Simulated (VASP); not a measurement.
# Mg in VASP: relaxation of the atoms with r2SCAN

Aim: the relaxation of the atoms of Mg with r2SCAN.

All numbers are computed with VASP 6.6.1; they aren't measurements. Logs are shortened: lines on timing, memory, paths and dates and some standing lists are left out, and cuts for length are marked.

## Step 1: The cell of the first run

The cell holds a slab with vacuum, 4 atoms: a = 3.188 Å, b = 3.188 Å, c = 22.709 Å, α = 90.00°, β = 90.00°, γ = 120.00°.

## Step 2: Relaxation of the atoms, r2SCAN

Input file POSCAR:

```
Mg
1.0
    3.1877281272      0.0000000000      0.0000000000
   -1.5938640636      2.7606535385      0.0000000000
    0.0000000000      0.0000000000     22.7085464424
Mg
4
Direct
    0.6666666667      0.3333333333      0.3302721299
    0.3333333333      0.6666666667      0.4436248694
    0.6666666667      0.3333333333      0.5563751306
    0.3333333333      0.6666666667      0.6697278701
```

Input file INCAR.step1:

```
PREC = Accurate ; ENCUT = 520
ISMEAR = 0 ; SIGMA = 0.1
LREAL = F ; LASPH = T
NELM = 60 ; LDIPOL = T
IDIPOL = 3 ; DIPOL = 0.5 0.5 0.500
GGA = PE ; ALGO = Normal
EDIFF = 1E-4 ; LWAVE = T
LCHARG = F
```

Input file INCAR.step2:

```
PREC = Accurate ; ENCUT = 520
EDIFF = 1E-6 ; ISMEAR = 0
SIGMA = 0.1 ; LREAL = F
LASPH = T ; NELM = 60
ALGO = Normal ; ISIF = 2
LWAVE = F ; LCHARG = F
LDIPOL = T ; IDIPOL = 3
DIPOL = 0.5 0.5 0.500 ; METAGGA = R2SCAN
LMIXTAU = T ; IBRION = 2
NSW = 80 ; EDIFFG = -0.02
ISTART = 1
```

Input file KPOINTS:

```
Automatic mesh
0
Gamma
  12 12 1
```

Potentials or basis: VASP PAW PBE potentials, release 64 (Mg).

On the command line:

```bash
$ cat potpaw_PBE.64/Mg/POTCAR > POTCAR
$ cp INCAR.step1 INCAR
$ mpirun -np 1 vasp_std > vasp.out
$ cp INCAR.step2 INCAR
$ mpirun -np 1 vasp_std > vasp.out
```

OUTCAR:

```text
PREC = Accurate
   ENCUT = 520
   EDIFF = 1E-6
   ISMEAR = 0
   LREAL = F
   LASPH = T
   NELM = 60
   ISIF = 2
   METAGGA = R2SCAN
   IBRION = 2
   NSW = 80
   EDIFFG = -0.02
   ISTART = 1

 ion  position               nearest neighbor table
   1  0.667  0.333  0.330-   2 3.16   2 3.16   2 3.16
   2  0.333  0.667  0.444-   3 3.15   3 3.15   3 3.15   1 3.16   1 3.16   1 3.16
   3  0.667  0.333  0.556-   2 3.15   2 3.15   2 3.15   4 3.16   4 3.16   4 3.16
   4  0.333  0.667  0.670-   3 3.16   3 3.16   3 3.16

  LATTYP: Found a hexagonal cell.
 ALAT       =     3.1877281272
 C/A-ratio  =     7.1237400231

  Lattice vectors:

 A1 = (   3.1877281272,   0.0000000000,   0.0000000000)
 A2 = (  -1.5938640636,   2.7606535385,   0.0000000000)
 A3 = (   0.0000000000,   0.0000000000,  22.7085464424)

Analysis of symmetry for initial positions (statically):
=====================================================================
 Subroutine PRICEL returns:
 Original cell was already a primitive cell.

 Routine SETGRP: Setting up the symmetry group for a
 hexagonal supercell.

 Subroutine GETGRP returns: Found 12 space group operations
 (whereof 12 operations were pure point group operations)
 out of a pool of 24 trial point group operations.

The static configuration has the point symmetry D_3d.

Analysis of symmetry for dynamics (positions and initial velocities):
=====================================================================
 Subroutine PRICEL returns:
 Original cell was already a primitive cell.

 Routine SETGRP: Setting up the symmetry group for a
 hexagonal supercell.

 Subroutine GETGRP returns: Found 12 space group operations
 (whereof 12 operations were pure point group operations)
 out of a pool of 24 trial point group operations.

The dynamic configuration has the point symmetry D_3d.

 Subroutine INISYM returns: Found 12 space group operations
 (whereof 12 operations are pure point group operations),
 and found     1 'primitive' translations

----------------------------------------------------------------------------------------

                                     Primitive cell

  volume of cell :     199.8400

  direct lattice vectors                    reciprocal lattice vectors
     3.187728127  0.000000000  0.000000000     0.313703039  0.181116534  0.000000000
    -1.593864064  2.760653539  0.000000000     0.000000000  0.362233068  0.000000000
     0.000000000  0.000000000 22.708546442     0.000000000  0.000000000  0.044036284

  length of vectors
     3.187728127  3.187728127 22.708546442     0.362233068  0.362233068  0.044036284

  position of ions in fractional coordinates (direct lattice)
     0.666666667  0.333333333  0.330272130
     0.333333333  0.666666667  0.443624869
     0.666666667  0.333333333  0.556375131
     0.333333333  0.666666667  0.669727870

  ion indices of the primitive-cell ions
   primitive index   ion index
                 1           1
                 2           2
                 3           3
                 4           4

----------------------------------------------------------------------------------------

 KPOINTS: Automatic mesh

Automatic generation of k-mesh.
 Grid dimensions read from file:
 generate k-points for:   12   12    1

 Generating k-lattice:

  Cartesian coordinates                     Fractional coordinates (reciprocal lattice)
     0.026141920  0.015093044  0.000000000     0.083333333  0.000000000  0.000000000
     0.000000000  0.030186089  0.000000000     0.000000000  0.083333333  0.000000000
     0.000000000  0.000000000  0.044036284     0.000000000  0.000000000  1.000000000

  Length of vectors
     0.030186089  0.030186089  0.044036284

  Shift w.r.t. Gamma in fractional coordinates (k-lattice)
[... 30 lines left out ...]
   total plane-waves  NPLWV = 103680
   dimension x,y,z NGX =    24 NGY =   24 NGZ =  180
   dimension x,y,z NGXF=    48 NGYF=   48 NGZF=  360
   ions per type =               4
   NGX,Y,Z   is equivalent  to a cutoff of  12.52, 12.52, 13.18 a.u.
   NGXF,Y,Z  is equivalent  to a cutoff of  25.03, 25.03, 26.36 a.u.
 SYSTEM =  unknown system
   PREC   = accura    normal or accurate (medium, high low for compatibility)
   ISTART =      1    job   : 0-new  1-cont  2-samecut
   ICHARG =      0    charge: 1-file 2-atom 10-const
   ISPIN  =      1    spin polarized calculation?
   LNONCOLLINEAR =      F non collinear calculations
   LSORBIT =      F    spin-orbit coupling
   LASPH  =      T    aspherical Exc in radial PAW
   ENCUT  =  520.0 eV  38.22 Ry    6.18 a.u.   5.93  5.93 42.22*2*pi/ulx,y,z
   NELM   =     60;   NELMIN=  2; NELMDL=  0     # of ELM steps
   EDIFF  = 0.1E-05   stopping-criterion for ELM
   LREAL  =      F    real-space projection
   EDIFFG = -.2E-01   stopping-criterion for IOM
   NSW    =     80    number of steps for IOM
   IBRION =      2    ionic relax: 0-MD 1-quasi-New 2-CG
   NFREE  =      1    steps in history (QN), initial steepest desc. (CG)
   ISIF   =      2    stress and relaxation
   ISYM   =      2    0-nonsym 1-usesym 2-fastsym
   POTIM  = 0.5000    time-step for ionic-motion
   TEBEG  =    0.0;   TEEND  =   0.0 temperature during run
   PSTRESS=    0.0 pullay stress
   NELECT =       8.0000    total number of electrons
   NUPDOWN=      -1.0000    fix difference up-down
   EMIN   =  10.00;   EMAX   =-10.00  energy-range for DOS
   EFERMI =   0.00;   METHOD = LEGACY
   ISMEAR =     0;   SIGMA  =   0.10  broadening in eV -4-tet -1-fermi 0-gaus
   EFERMI_NEDOS =   21; number of points for ismear=-14 and -15
   IALGO  =     38    algorithm
   IMIX   =      4    mixing-type and parameters
     AMIX     =   0.40;   BMIX     =  1.00
     AMIX_MAG =   1.60;   BMIX_MAG =  1.00
  volume/ion in A,a.u.               =      49.96       337.15
  Fermi-wavevector in a.u.,A,eV,Ry     =   0.560029  1.058302  4.267232  0.313633
  Thomas-Fermi vector in A             =   1.595729
   LORBIT       =      0    0 simple, 1 ext, 2 COOP (PROOUT), +10 PAW based schemes
   METAGGA = R2SCAN    functional components
   LHFCALC =     F    Hartree Fock is set to
   AEXX    =    0.0000 exact exchange contribution
   IVDW    =     0    specifies the selected vdW correction
   LEPSILON=     F    determine dielectric tensor
   LRPA    =     F    only Hartree local field effects (RPA)
 conjugate gradient relaxation of ions
 non-spin polarized calculation
 Gauss-broadening in eV      SIGMA  =   0.10
  energy-cutoff  :      520.00
  volume of cell :      199.84
 maximum number of plane-waves:      5417
 NGX is ok and might be reduce to    24
   NGX = 11   NGY = 11   NGZ = 85

--------------------------------------- Ionic step        1  -------------------------------------------

 number of electron       8.0000000 magnetization

 Free energy of the ion-electron system (eV)
  ---------------------------------------------------
  ext. energy  EPLUGINS =         0.00000000
  ---------------------------------------------------
  free energy    TOTEN  =       -15.88892890 eV

  energy without entropy =      -15.87913140  energy(sigma->0) =      -15.88403015

------------------------ aborting loop because EDIFF is reached ----------------------------------------

 vacuum level on the upper side and lower side of the slab       (xc-potential included)         0.007         0.007

  FORCE on cell =-STRESS in cart. coord.  units (eV):
  Direction    XX          YY          ZZ          XY          YZ          ZX
  --------------------------------------------------------------------------------------
  -------------------------------------------------------------------------------------
  Total       -1.4387447     -1.4387447      0.6316359     -0.0000000      0.0000000     -0.0000000
  in kB      -11.5348461    -11.5348461      5.0640136     -0.0000000      0.0000000     -0.0000000
  external PRESSURE =      -6.0018928 kB  Pullay stress =       0.0000000 kB
[... 139 lines left out ...]
--------------------------------------- Ionic step        5  -------------------------------------------

 number of electron       8.0000000 magnetization

 dipolmoment           0.000000      0.000000     -0.000000 electrons x Angstroem

------------------------ aborting loop because EDIFF is reached ----------------------------------------

  FORCE on cell =-STRESS in cart. coord.  units (eV):
  Direction    XX          YY          ZZ          XY          YZ          ZX
  --------------------------------------------------------------------------------------
  -------------------------------------------------------------------------------------
  Total       -1.4902915     -1.4902915      0.3537894     -0.0000000      0.0000000      0.0000000
  in kB      -11.9481119    -11.9481119      2.8364352     -0.0000000      0.0000000      0.0000000
  external PRESSURE =      -7.0199295 kB  Pullay stress =       0.0000000 kB
[... 63 lines left out ...]
--------------------------------------- Ionic step        7  -------------------------------------------

 number of electron       8.0000000 magnetization

 dipolmoment           0.000000      0.000000      0.000000 electrons x Angstroem

 Free energy of the ion-electron system (eV)
  ---------------------------------------------------
  ext. energy  EPLUGINS =         0.00000000
  ---------------------------------------------------
  free energy    TOTEN  =       -15.89503340 eV

  energy without entropy =      -15.88870215  energy(sigma->0) =      -15.89186777

 E-fermi :  -0.8622     XC(G=0):  -4.8647

 val. band max:       -0.9647063149   @ k =   0.3333   0.0833   0.0000
 cond. band min:      -0.7675699100   @ k =   0.2500   0.0000   0.0000
 fundamental gap:      0.1971364050
 Fermi energy:        -0.8622201250

 k-point     1 :       0.0000    0.0000    0.0000
  band No.  band energies     occupation
      1      -7.8800      2.00000
      2      -7.0339      2.00000
      3      -5.6820      2.00000
      4      -3.7637      2.00000
      5      -2.0160      2.00000
      6       0.4501      0.00000
      7       2.2285      0.00000
      8       3.3633      0.00000
[... 188 lines left out ...]
 k-point    19 :       0.3333    0.3333    0.0000
  band No.  band energies     occupation
      1      -1.2775      2.00000
      2      -1.0846      1.99834
      3      -1.0846      1.99833
      4      -0.5001      0.00000
      5      -0.4052      0.00000
      6      -0.4052      0.00000
      7       0.7420      0.00000
      8       1.7146      0.00000

------------------------ aborting loop because EDIFF is reached ----------------------------------------

 vacuum level on the upper side and lower side of the slab       (xc-potential included)        -0.494        -0.494

  FORCE on cell =-STRESS in cart. coord.  units (eV):
  Direction    XX          YY          ZZ          XY          YZ          ZX
  --------------------------------------------------------------------------------------
  -------------------------------------------------------------------------------------
  Total       -1.5506312     -1.5506312      0.0401514      0.0000000     -0.0000000      0.0000000
  in kB      -12.4318736    -12.4318736      0.3219057      0.0000000     -0.0000000      0.0000000
  external PRESSURE =      -8.1806138 kB  Pullay stress =       0.0000000 kB
[... 19 lines left out ...]
  FREE ENERGIE OF THE ION-ELECTRON SYSTEM (eV)
  ---------------------------------------------------
  free  energy   TOTEN  =       -15.8950333973 eV

  energy  without entropy=      -15.8887021495  energy(sigma->0) =      -15.89186777

 reached required accuracy - stopping structural energy minimisation

 vacuum level on the upper side and lower side of the slab         2.449         2.449
```

Run time: 17 min. Hardware: 1 thread of Intel Xeon Platinum 8259CL at 2.50GHz (Skylake/Cascade Lake), shared host; peak memory 0.35 GiB.

Results:

* Free energy: -15.8950 eV
* Energy gained by relaxing: 1.5 meV/atom
* Ionic steps: 7
* Largest force after relaxing: 0.012 eV/Å
* Band gap on the k mesh: zero (bands 4 and 5 overlap by 1.77 eV)

Forces in eV/Å, atoms in the order of the input:
```
Mg   0.000  0.000 -0.002
Mg   0.000  0.000 -0.012
Mg   0.000  0.000  0.012
Mg   0.000  0.000  0.002
```

Step by step:
```tsv
step	energy change (eV)	largest force (eV/Å)	pressure (GPa)
1	0.0000	0.0924	-0.60
2	-0.0008	0.0828	-0.62
3	-0.0026	0.0546	-0.66
4	-0.0030	0.1030	-0.74
5	-0.0033	0.0711	-0.70
6	-0.0044	0.0555	-0.73
7	-0.0061	0.0119	-0.82
```

Final structure:
```yaml
crystal:
  lattice:
    - [3.18773, 0.00000, 0.00000]
    - [-1.59386, 2.76065, 0.00000]
    - [0.00000, 0.00000, 22.70855]
  atoms:
    - { symbol: Mg, position: [0.66667, 0.33333, 0.32727] }
    - { symbol: Mg, position: [0.33333, 0.66667, 0.44306] }
    - { symbol: Mg, position: [0.66667, 0.33333, 0.55694] }
    - { symbol: Mg, position: [0.33333, 0.66667, 0.67273] }
```

Caveat: the PAW data sets were made with another functional, which shifts forces and pressure a little.
